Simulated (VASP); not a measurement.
Write the native input for VASP 6.6.1 that does the following.

```yaml
Task: single point
Functional: PBEsol
Potentials_or_basis: VASP PAW PBE potentials, release 64 (Ga_d, P)
Cutoff: 520 eV
k_mesh: 10 × 10 × 10
Occupations: gaussian, width 0.05 eV
Spin: no spin polarisation
Dipole_correction: no
Further_INCAR_settings: ALGO = Normal; EDIFF = 1e-07; NBANDS = 16
```

The structure of GaP lies in POSCAR:

```
GaP
1.0
    0.0000000000      2.6449719721      2.8656251052
    2.8656251052      0.0000000000      2.8656251052
    2.8656251052      2.6449719721      0.0000000000
Ga P
1 1
Direct
    0.0000000000      0.0000000000      0.0000000000
    0.7500000000      0.7500000000      0.7500000000
```

This cell differs from its parent crystal: volume 21.720 Å^3 an atom, c/a of the conventional cell 0.9230.

One way to write it, as run:

INCAR

```
SYSTEM = GaP
  ALGO = Normal
  EDIFF = 1E-7
  ENCUT = 520
  GGA = PS
  ISIF = 2
  ISMEAR = 0
  LASPH = .True.
  LCHARG = .True.
  LELF = .True.
  LREAL = .False.
  LVHAR = .True.
  LWAVE = .False.
  NBANDS = 16
  NELM = 100
  PREC = Accurate
  SIGMA = 0.05
```

KPOINTS

```
k-points
0
Gamma
  10 10 10
  0 0 0
```

Potentials or basis: VASP PAW PBE potentials, release 64 (Ga_d, P).

Launch:

```console
$ cat potpaw_PBE.64/Ga_d/POTCAR potpaw_PBE.64/P/POTCAR > POTCAR
$ mpirun -np 1 vasp_std > vasp.out
```

Results of the run:

| Item | Value |
| --- | --- |
| Pressure | -5.6 GPa |
| Band gap on the k mesh | 0.88 eV, indirect (least direct gap 0.89 eV) |

Caveat: the PAW data sets were made with another functional, which shifts forces and pressure a little.

Run time: 74 s on 1 thread of Intel(R) Xeon(R) Platinum 8259CL CPU @ 2.50GHz (Skylake/Cascade Lake), on a shared host, peak memory 0.21 GiB.
